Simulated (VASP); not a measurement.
Here is a VASP 6.6.1 calculation.

Contents of INCAR:

```
SYSTEM = GaSi16
PREC     = Accurate       ! precision mode
ENCUT    = 400            ! plane-wave cutoff, eV
EDIFF    = 1E-6           ! SCF threshold, eV
ISMEAR   = -1             ! smearing method
SIGMA    = 0.05           ! smearing width, eV
LREAL    = .False.        ! projectors in reciprocal space
LASPH    = .True.         ! aspherical terms in the spheres
NELM     = 200            ! most SCF steps
ALGO     = Normal         ! electronic algorithm
ISIF     = 2              ! what is computed and relaxed
LWAVE    = .False.        ! write WAVECAR
LCHARG   = .False.        ! write CHGCAR
ISPIN    = 2              ! spin polarisation
MAGMOM   = 0 0 0 0 0 0 0 0 0 0 0 0 0 0 0 0 1 ! initial moments
LORBIT   = 11             ! projections on sites
GGA      = PE             ! functional
NBANDS   = 56             ! bands
GGA_COMPAT= .False.
```

File KPOINTS:

```
Automatic mesh
0
Gamma
  2 2 2
  0 0 0
```

Contents of POSCAR:

```
GaSi16
1.0
    0.0000000000      5.4300000000      5.4300000000
    5.4300000000      0.0000000000      5.4300000000
    5.4300000000      5.4300000000      0.0000000000
Si Ga
16 1
Direct
    0.0001635404      0.0002385470     -0.0022530766
    0.1235244679      0.1235871107      0.1333030098
    0.0000268562      0.0000763121      0.5155513609
    0.1205708590      0.1206560777      0.6360306752
   -0.0074168103      0.4967875924      0.0121838916
    0.1238567049      0.6179666384      0.1329834705
    0.0007009140      0.4822839940      0.5154072520
    0.1239432723      0.6178844080      0.6389597011
    0.4967248686     -0.0073568554      0.0121735089
    0.6178912861      0.1239316651      0.1329717984
    0.4821998935      0.0007724183      0.5153983654
    0.6178290255      0.1239967946      0.6389520978
    0.4971154330      0.4971915747      0.0118910579
    0.6210303896      0.6210902976      0.1356530348
    0.4972813051      0.4973326060      0.5071599420
    0.6181170631      0.6181823250      0.6387383667
    0.8703205311      0.8704162938      0.3863726437
```

Potentials or basis: VASP PAW PBE potentials, release 64 (Si, Ga_d).

Command:

```sh
$ cat potpaw_PBE.64/Si/POTCAR potpaw_PBE.64/Ga_d/POTCAR > POTCAR
$ mpirun -np 1 vasp_std > vasp.out
```

(1) What does it give for the largest force?

(2) Estimate the net moment.

(3) Estimate the pressure.

Results:

(1) 0.014 eV/Å.

(2) 0.00 μB per cell.

(3) 6.3 GPa.

Caveat: the k points lie up to 0.50 Å⁻¹ apart.
